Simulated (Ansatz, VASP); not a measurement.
# In2O3: VASP beside Ansatz

```
CELL_PARAMETERS angstrom
2.89163 1.66949 4.61075
-2.89163 1.66949 4.61075
0.00000 -3.33897 4.61075
ATOMIC_POSITIONS crystal
In 0.35707 0.35707 0.35707
In 0.14293 0.14293 0.14293
In 0.64293 0.64293 0.64293
In 0.85707 0.85707 0.85707
O 0.54657 0.95343 0.25000
O 0.25000 0.54657 0.95343
O 0.95343 0.25000 0.54657
O 0.45343 0.04657 0.75000
O 0.75000 0.45343 0.04657
O 0.04657 0.75000 0.45343
```

Change from the starting cell: strain +0.050 along x and y, -0.050 along z, atoms carried along.

Alike in both runs: task single point; functional r2SCAN; k mesh 6 × 6 × 6; occupations gaussian, width 0.05 eV; no spin polarisation.

|  | VASP | Ansatz |
| --- | --- | --- |
| version | VASP 6.6.1 | Ansatz 0.2.0 |
| potentials or method | VASP PAW PBE potentials, release 64 (In_d, O), cutoff 520 eV | scalar-relativistic, plane waves, PAW |
| valence electrons in the cell | 88 | 88 |

|  | VASP | Ansatz | Ansatz less VASP |
| --- | --- | --- | --- |
| gap on the k mesh at the Fermi level (eV) | 1.19 | 1.18 | -0.002 |
| least direct gap on the mesh (eV) | 1.37 | 1.37 | -0.002 |
| pressure (GPa) | -7.9 | -8.8 | -0.89 |
| traceless stress, the component that is largest in VASP (GPa) | 12.03 | 12.13 | +0.093 |
| rms of the force components (eV/Å) | 0.264 | 0.247 | -0.0164 |

VASP's potentials were made for PBE, not for r2SCAN. Atom by atom the forces differ by 0.018 eV/Å (rms over components).
